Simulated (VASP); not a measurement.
# GaP (zincblende type) (F-43m) in VASP: further runs, part 2 of 2

VASP 6.6.1.

## Step 4: Single point, LDA (volume scaled by 0.8)

Contents of INCAR:

```
SYSTEM = GaP
PREC     = Accurate       ! precision mode
ENCUT    = 520            ! plane-wave cutoff, eV
EDIFF    = 1E-7           ! SCF threshold, eV
ISMEAR   = -1             ! smearing method
SIGMA    = 0.1            ! smearing width, eV
LREAL    = .False.        ! projectors in reciprocal space
LASPH    = .True.         ! aspherical terms in the spheres
NELM     = 80             ! most SCF steps
ALGO     = Normal         ! electronic algorithm
ISIF     = 2              ! what is computed and relaxed
LWAVE    = .False.        ! write WAVECAR
LCHARG   = .False.        ! write CHGCAR
GGA      = CA             ! functional
NBANDS   = 16             ! bands
```

Contents of KPOINTS:

```
regular mesh
0
Gamma
  13 13 13
  0 0 0
```

Contents of POSCAR:

```
GaP
1.0
    0.0000000000      2.5023255967      2.5023255967
    2.5023255967      0.0000000000      2.5023255967
    2.5023255967      2.5023255967      0.0000000000
Ga P
1 1
Direct
    0.0000000000      0.0000000000      0.0000000000
    0.2500000000      0.2500000000      0.2500000000
```

Potentials or basis: VASP PAW LDA potentials, release 64 (Ga_d, P).

Command:

```bash
$ cat potpaw_LDA.64/Ga_d/POTCAR potpaw_LDA.64/P/POTCAR > POTCAR
$ mpirun -np 1 vasp_std > vasp.out
```

OUTCAR:

```text
SYSTEM = GaP
   PREC = Accurate
   ENCUT = 520
   EDIFF = 1E-7
   ISMEAR = -1
   LREAL = .False.
   LASPH = .True.
   NELM = 80
   ISIF = 2
   GGA = CA

 ion  position               nearest neighbor table
   1  0.000  0.000  0.000-   2 2.17   2 2.17   2 2.17   2 2.17
   2  0.250  0.250  0.250-   1 2.17   1 2.17   1 2.17   1 2.17

  LATTYP: Found a face centered cubic cell.
 ALAT       =     5.0046511934

  Lattice vectors:

 A1 = (   0.0000000000,   2.5023255967,   2.5023255967)
 A2 = (   2.5023255967,   0.0000000000,   2.5023255967)
 A3 = (   2.5023255967,   2.5023255967,   0.0000000000)

Analysis of symmetry for initial positions (statically):
=====================================================================
 Subroutine PRICEL returns:
 Original cell was already a primitive cell.

 Routine SETGRP: Setting up the symmetry group for a
 face centered cubic supercell.

 Subroutine GETGRP returns: Found 24 space group operations
 (whereof 24 operations were pure point group operations)
 out of a pool of 48 trial point group operations.

The static configuration has the point symmetry T_d .

Analysis of symmetry for dynamics (positions and initial velocities):
=====================================================================
 Subroutine PRICEL returns:
 Original cell was already a primitive cell.

 Routine SETGRP: Setting up the symmetry group for a
 face centered cubic supercell.

 Subroutine GETGRP returns: Found 24 space group operations
 (whereof 24 operations were pure point group operations)
 out of a pool of 48 trial point group operations.

The dynamic configuration has the point symmetry T_d .

 Subroutine INISYM returns: Found 24 space group operations
 (whereof 24 operations are pure point group operations),
 and found     1 'primitive' translations

----------------------------------------------------------------------------------------

                                     Primitive cell

  volume of cell :      31.3373

  direct lattice vectors                    reciprocal lattice vectors
     0.000000000  2.502325597  2.502325597    -0.199814125  0.199814125  0.199814125
     2.502325597  0.000000000  2.502325597     0.199814125 -0.199814125  0.199814125
     2.502325597  2.502325597  0.000000000     0.199814125  0.199814125 -0.199814125

  length of vectors
     3.538822796  3.538822796  3.538822796     0.346088217  0.346088217  0.346088217

  position of ions in fractional coordinates (direct lattice)
     0.000000000  0.000000000  0.000000000
     0.250000000  0.250000000  0.250000000

  ion indices of the primitive-cell ions
   primitive index   ion index
                 1           1
                 2           2

----------------------------------------------------------------------------------------

 KPOINTS: regular mesh

Automatic generation of k-mesh.
 Grid dimensions read from file:
 generate k-points for:   13   13   13

 Generating k-lattice:

  Cartesian coordinates                     Fractional coordinates (reciprocal lattice)
    -0.015370317  0.015370317  0.015370317     0.076923077  0.000000000  0.000000000
     0.015370317 -0.015370317  0.015370317     0.000000000  0.076923077  0.000000000
     0.015370317  0.015370317 -0.015370317     0.000000000  0.000000000  0.076923077

  Length of vectors
     0.026622171  0.026622171  0.026622171

  Shift w.r.t. Gamma in fractional coordinates (k-lattice)
     0.000000000  0.000000000  0.000000000

 Subroutine IBZKPT returns following result:
 ===========================================

 Found     84 irreducible k-points:

 Following reciprocal coordinates:
            Coordinates               Weight
  0.000000  0.000000  0.000000      1.000000
  0.076923  0.000000  0.000000      8.000000
  0.153846  0.000000  0.000000      8.000000
  0.230769  0.000000  0.000000      8.000000
  0.307692  0.000000  0.000000      8.000000
  0.384615  0.000000  0.000000      8.000000
[... 16 lines left out ...]
  0.384615  0.153846  0.000000     24.000000
  0.461538  0.153846  0.000000     24.000000
 [... further k-points ...]
   k-points           NKPTS =     84   k-points in BZ     NKDIM =     84   number of bands    NBANDS=     16
   number of dos      NEDOS =    301   number of ions     NIONS =      2
   total plane-waves  NPLWV =  21952
   dimension x,y,z NGX =    28 NGY =   28 NGZ =   28
   dimension x,y,z NGXF=    56 NGYF=   56 NGZF=   56
   ions per type =               1   1
   NGX,Y,Z   is equivalent  to a cutoff of  13.15, 13.15, 13.15 a.u.
   NGXF,Y,Z  is equivalent  to a cutoff of  26.31, 26.31, 26.31 a.u.
 SYSTEM =  GaP
   PREC   = accura    normal or accurate (medium, high low for compatibility)
   ISTART =      0    job   : 0-new  1-cont  2-samecut
   ICHARG =      2    charge: 1-file 2-atom 10-const
   ISPIN  =      1    spin polarized calculation?
   LNONCOLLINEAR =      F non collinear calculations
   LSORBIT =      F    spin-orbit coupling
   LASPH  =      T    aspherical Exc in radial PAW
   ENCUT  =  520.0 eV  38.22 Ry    6.18 a.u.   6.58  6.58  6.58*2*pi/ulx,y,z
   NELM   =     80;   NELMIN=  2; NELMDL= -5     # of ELM steps
   EDIFF  = 0.1E-06   stopping-criterion for ELM
   LREAL  =      F    real-space projection
   EDIFFG = 0.1E-05   stopping-criterion for IOM
   NSW    =      0    number of steps for IOM
   IBRION =     -1    ionic relax: 0-MD 1-quasi-New 2-CG
   NFREE  =      0    steps in history (QN), initial steepest desc. (CG)
   ISIF   =      2    stress and relaxation
   ISYM   =      2    0-nonsym 1-usesym 2-fastsym
   POTIM  = 0.5000    time-step for ionic-motion
   TEBEG  =    0.0;   TEEND  =   0.0 temperature during run
   PSTRESS=    0.0 pullay stress
   NELECT =      18.0000    total number of electrons
   NUPDOWN=      -1.0000    fix difference up-down
   EMIN   =  10.00;   EMAX   =-10.00  energy-range for DOS
   EFERMI =   0.00;   METHOD = LEGACY
   ISMEAR =    -1;   SIGMA  =   0.10  broadening in eV -4-tet -1-fermi 0-gaus
   EFERMI_NEDOS =   21; number of points for ismear=-14 and -15
   IALGO  =     38    algorithm
   IMIX   =      4    mixing-type and parameters
     AMIX     =   0.40;   BMIX     =  1.00
     AMIX_MAG =   1.60;   BMIX_MAG =  1.00
  volume/ion in A,a.u.               =      15.67       105.74
  Fermi-wavevector in a.u.,A,eV,Ry     =   1.360855  2.571643 25.196987  1.851926
  Thomas-Fermi vector in A             =   2.487481
   LORBIT       =      0    0 simple, 1 ext, 2 COOP (PROOUT), +10 PAW based schemes
   GGA     = CA    functional components
   LHFCALC =     F    Hartree Fock is set to
   AEXX    =    0.0000 exact exchange contribution
   IVDW    =     0    specifies the selected vdW correction
   LEPSILON=     F    determine dielectric tensor
   LRPA    =     F    only Hartree local field effects (RPA)
 non-spin polarized calculation
  energy-cutoff  :      520.00
  volume of cell :       31.34
 maximum number of plane-waves:       877
   NGX = 13   NGY = 13   NGZ = 13

 number of electron      18.0000002 magnetization

 Free energy of the ion-electron system (eV)
  ---------------------------------------------------
  ext. energy  EPLUGINS =         0.00000000
  ---------------------------------------------------
  free energy    TOTEN  =        -9.78884156 eV

  energy without entropy =       -9.78865051  energy(sigma->0) =       -9.78874603

 E-fermi :   7.9680     XC(G=0): -11.3557

 val. band max:        7.5492124332   @ k =   0.0000   0.0000   0.0000
 cond. band min:       8.4092103173   @ k =   0.4615   0.4615   0.0000
 fundamental gap:      0.8599978840
 Fermi energy:         7.9679669796

 k-point     1 :       0.0000    0.0000    0.0000
  band No.  band energies     occupation
      1      -7.8979      2.00000
      2      -7.8979      2.00000
      3      -7.8979      2.00000
      4      -7.6947      2.00000
      5      -7.6947      2.00000
      6      -7.2069      2.00000
[... 8 lines left out ...]
     15      17.6535      0.00000
     16      17.6535      0.00000

 k-point     2 :       0.0769    0.0000    0.0000
  band No.  band energies     occupation
      1      -7.9215      2.00000
      2      -7.8939      2.00000
      3      -7.8939      2.00000
      4      -7.6950      2.00000
      5      -7.6950      2.00000
      6      -7.0907      2.00000
[... 8 lines left out ...]
     15      17.2274      0.00000
     16      17.7366      0.00000
[... 387 lines left out ...]
      5      -7.6714      2.00000
      6      -5.0483      2.00000
[... 8 lines left out ...]
     15      19.3507      0.00000
     16      19.9956      0.00000

 k-point    24 :       0.4615    0.1538    0.0000
  band No.  band energies     occupation
      1      -8.0879      2.00000
      2      -7.8399      2.00000
      3      -7.8254      2.00000
      4      -7.7096      2.00000
      5      -7.6715      2.00000
      6      -4.3227      2.00000
[... 8 lines left out ...]
     15      20.1821      0.00000
     16      21.0846      0.00000

 [... further k-points ...]
[... 5 lines left out ...]
  --------------------------------------------------------------------------------------
  -------------------------------------------------------------------------------------
  Total        6.4277265      6.4277265      6.4277265      0.0000000      0.0000000     -0.0000000
  in kB      328.6294806    328.6294806    328.6294806      0.0000000      0.0000000     -0.0000000
  external PRESSURE =     328.6294806 kB  Pullay stress =       0.0000000 kB

 VOLUME and BASIS-vectors are now :
 -----------------------------------------------------------------------------
  energy-cutoff  :      520.00
  volume of cell :       31.34
      direct lattice vectors                 reciprocal lattice vectors
     0.000000000  2.502325597  2.502325597    -0.199814125  0.199814125  0.199814125
     2.502325597  0.000000000  2.502325597     0.199814125 -0.199814125  0.199814125
     2.502325597  2.502325597  0.000000000     0.199814125  0.199814125 -0.199814125

 POSITION                                       TOTAL-FORCE (eV/Angst)
 -----------------------------------------------------------------------------------
      0.00000      0.00000      0.00000         0.000000      0.000000      0.000000
      1.25116      1.25116      1.25116        -0.000000     -0.000000     -0.000000
 -----------------------------------------------------------------------------------
    total drift:                                0.000002      0.000002      0.000002

  FREE ENERGIE OF THE ION-ELECTRON SYSTEM (eV)
  ---------------------------------------------------
  free  energy   TOTEN  =        -9.7888415598 eV

  energy  without entropy=       -9.7886505075  energy(sigma->0) =       -9.78874603
```

It took 24 s on 1 thread of Intel Xeon Platinum 8488C (Sapphire Rapids), shared host; peak memory 0.17 GiB.

What came out:

```
Free energy            : -9.7888 eV
Pressure               : 32.9 GPa
Band gap on the k mesh : 0.86 eV, indirect (least direct gap 3.60 eV)
```

## Step 5: Overview

| cell | gap on the mesh (eV) | pressure (GPa) |
| --- | --- | --- |
| a = 3.285 Å, angles 60.0°, 2 atoms | 0.11 | 104.3 |
| a = 3.417 Å, angles 60.0°, 2 atoms | 0.53 | 60.3 |
| a = 3.539 Å, angles 60.0°, 2 atoms | 0.86 | 32.9 |

Alike in all rows: task single point; level LDA; potentials or basis VASP PAW LDA potentials, release 64 (Ga_d, P); no spin polarisation; k mesh 13 × 13 × 13; cutoff (eV) 520; smearing fermi-dirac 0.1 eV.

Absolute energies hang on the potentials; compare differences alone.
